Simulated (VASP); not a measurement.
Wanted: the native input for a VASP 6.6.1 run.

```yaml
Task: single point
Functional: PBE
Potentials_or_basis: VASP PAW PBE potentials, release 64 (B, P)
Cutoff: 500 eV
k_mesh: 6 × 4 × 6
Occupations: gaussian, width 0.1 eV
Spin: no spin polarisation
Dipole_correction: no
Further_INCAR_settings: ALGO = Normal; EDIFF = 1e-06; NBANDS = 16
```

The structure of BP lies in POSCAR:

```
BP
1.0
    3.2162589256      0.0000000000      0.0000000000
    0.0000000000      4.5484769927      0.0000000000
    0.0000000000      0.0000000000      3.2161806150
B P
2 2
Direct
    0.0000000000      0.0000000000      0.0000000000
    0.5000000000      0.5000000000      0.5000000000
    0.0000000000      0.2500000000      0.5000000000
    0.5000000000      0.7500000000      0.0000000000
```

One way to write it, as run:

INCAR

```
SYSTEM = BP
PREC = Accurate ; ENCUT = 500
EDIFF = 1E-6 ; ISMEAR = 0
SIGMA = 0.1 ; LREAL = .FALSE.
LASPH = .TRUE. ; NELM = 120
ALGO = Normal ; ISIF = 2
LWAVE = .FALSE. ; LCHARG = .TRUE.
GGA = PE ; LELF = .TRUE.
LVHAR = .TRUE. ; NBANDS = 16
GGA_COMPAT = .FALSE.
```

KPOINTS

```
regular mesh
0
G
  6 4 6
  0 0 0
```

Potentials or basis: VASP PAW PBE potentials, release 64 (B, P).

Run with:

```bash
$ cat potpaw_PBE.64/B/POTCAR potpaw_PBE.64/P/POTCAR > POTCAR
$ mpirun -np 1 vasp_std > vasp.out
```

Results of the run:

* Pressure: -0.2 GPa
* Band gap on the k mesh: 1.28 eV

Wall time 54 s on 1 thread of AMD EPYC 7R43 64-Core Processor (Zen 3), with other jobs on the host, peak memory 0.13 GiB.
